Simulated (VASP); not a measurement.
# Hf: single point with PBEsol

The system is Hf.

```xyz
1
Lattice="0.0000 2.2013 2.2013 2.2013 0.0000 2.2013 2.2013 2.2013 0.0000" Properties=species:S:1:pos:R:3 pbc="T T T"
Hf    0.0000    0.0000    0.0000
```

| Quantity | Value |
| --- | --- |
| Program | VASP 6.6.1 |
| Task | single point |
| Functional | PBEsol |
| Potentials or basis | VASP PAW PBE potentials, release 64 (Hf_pv) |
| Cutoff | 520 eV |
| k mesh | 11 × 11 × 11 |
| Occupations | fermi-dirac, width 0.1 eV |
| Spin | no spin polarisation |
| Dipole correction | no |
| Further INCAR settings | ALGO = Normal; EDIFF = 1e-06; NBANDS = 11 |

```
Pressure               : 0.8 GPa
Band gap on the k mesh : zero (band 5 reaches 6.32 eV, above the bottom of band 6 at 4.56 eV)
```

Levels at points of the mesh, in eV from the Fermi level:
```
           k point  band 3  band 4  band 5  band 6  band 7  band 8
(0.00, 0.00, 0.00)  -29.79   -7.39    1.40    1.40    1.40    4.36
```

Run time: 24 s on 1 thread of Intel Xeon 8259CL, on a shared host, peak memory 0.11 GiB.

Caveat: the PAW data sets were made with another functional, which shifts forces and pressure a little; spin-orbit coupling is left out, which moves the levels of the heavy elements.
